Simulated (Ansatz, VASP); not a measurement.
**Al: VASP beside Ansatz**

```
Al
1.0
     0.00000    2.12518    2.02398
     2.12518    0.00000    2.02398
     2.12518    2.12518    0.00000
Al
1
Cartesian
  0.0000 0.0000 0.0000
```

Change from the starting cell: strain +0.050 along x and y, +0.000 along z, atoms carried along.

Alike in both runs: task single point; functional LDA; k mesh 20 × 20 × 20; occupations gaussian, width 0.15 eV; no spin polarisation.

|  | VASP | Ansatz |
| --- | --- | --- |
| version | VASP 6.6.1 | Ansatz 0.2.0 |
| potentials or method | VASP PAW LDA potentials, release 64 (Al), cutoff 520 eV | scalar-relativistic, plane waves, PAW |
| valence electrons in the cell | 3 | 3 |

VASP gave:

| Quantity | Value |
| --- | --- |
| gap on the k mesh at the Fermi level (eV) | none |
| pressure (GPa) | -8.6 |
| traceless stress, the component that is largest in VASP (GPa) | 1.03 |

Problem. What did Ansatz give for the same quantities?

Solution. gap on the k mesh at the Fermi level (eV): none; pressure (GPa): -8.6; traceless stress, the component that is largest in VASP (GPa): 1.04.

LDA's correlation is that of Perdew and Zunger in VASP and of Perdew and Wang (1992) in Ansatz. A gap of «none» marks a metal or a gap that the smearing closes.
